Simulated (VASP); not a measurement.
Set up this calculation in VASP 6.6.1, as the native input.

```
Task                   : relaxation of volume and atoms at fixed shape
Functional             : r2SCAN
Potentials or basis    : VASP PAW PBE potentials, release 64 (Lu, H)
Cutoff                 : 600 eV
k mesh                 : 9 × 9 × 9
Occupations            : fermi-dirac, width 0.05 eV
Spin                   : no spin polarisation
Dipole correction      : no
Further INCAR settings : ALGO = Normal; EDIFF = 1e-06; IBRION = 2; EDIFFG = -0.02; NSW = 80; ISIF = 8
```

The system is LuH3.

```
Lu H
1.0
    -1.67408    1.67408    2.78220
     1.67408   -1.67408    2.78220
     1.67408    1.67408   -2.78220
Lu H
1 3
Direct
  0.00000 0.00000 0.00000
  0.75000 0.25000 0.50000
  0.25000 0.75000 0.50000
  0.50000 0.50000 0.00000
```

These files were run (other wordings do the same):

POSCAR

```
LuH3
1.0
   -1.6740800000      1.6740800000      2.7822000000
    1.6740800000     -1.6740800000      2.7822000000
    1.6740800000      1.6740800000     -2.7822000000
Lu H
1 3
Direct
    0.0000000000      0.0000000000      0.0000000000
    0.7500000000      0.2500000000      0.5000000000
    0.2500000000      0.7500000000      0.5000000000
    0.5000000000      0.5000000000      0.0000000000
```

INCAR.step1

```
  PREC = Accurate
  ENCUT = 600
  ISMEAR = -1
  SIGMA = 0.05
  LREAL = False
  LASPH = True
  NELM = 100
  GGA = PE
  ALGO = Normal
  EDIFF = 1E-4
  LWAVE = True
  LCHARG = False
```

INCAR.step2

```
  PREC = Accurate
  ENCUT = 600
  EDIFF = 1E-6
  ISMEAR = -1
  SIGMA = 0.05
  LREAL = False
  LASPH = True
  NELM = 100
  ALGO = Normal
  ISIF = 8
  LWAVE = False
  LCHARG = False
  METAGGA = R2SCAN
  LMIXTAU = True
  IBRION = 2
  NSW = 80
  EDIFFG = -0.02
  ISTART = 1
```

KPOINTS

```
Automatic mesh
0
Gamma
  9 9 9
```

Potentials or basis: VASP PAW PBE potentials, release 64 (Lu, H).

Command:

```bash
$ cat potpaw_PBE.64/Lu/POTCAR potpaw_PBE.64/H/POTCAR > POTCAR
$ cp INCAR.step1 INCAR
$ mpirun -np 1 vasp_std > vasp.out
$ cp INCAR.step2 INCAR
$ mpirun -np 1 vasp_std > vasp.out
```

Results of the run:

```json
{
  "Relaxed volume": "7.84 Å³/atom",
  "Relaxed cell": "a = 3.661 Å, b = 3.661 Å, c = 3.661 Å, α = 125.45°, β = 125.45°, γ = 80.79°",
  "Space group after relaxing (to 0.1 Å)": "I4/mmm (No. 139)",
  "Energy gained by relaxing": "0.2 meV/atom",
  "Ionic steps": "2",
  "Pressure after relaxing": "0.1 GPa",
  "Band gap on the k mesh": "0.35 eV (least direct gap 0.60 eV)"
}
```

Caveat: the PAW data sets were made with another functional, which shifts forces and pressure a little; spin-orbit coupling is left out, which moves the levels of the heavy elements; an odd mesh through Γ misses points on the zone boundary, where band edges can lie.

Run time: 3.7 min on 1 thread of Intel(R) Xeon(R) 6975P-C (Granite Rapids) (shared host), peak memory 0.22 GiB.
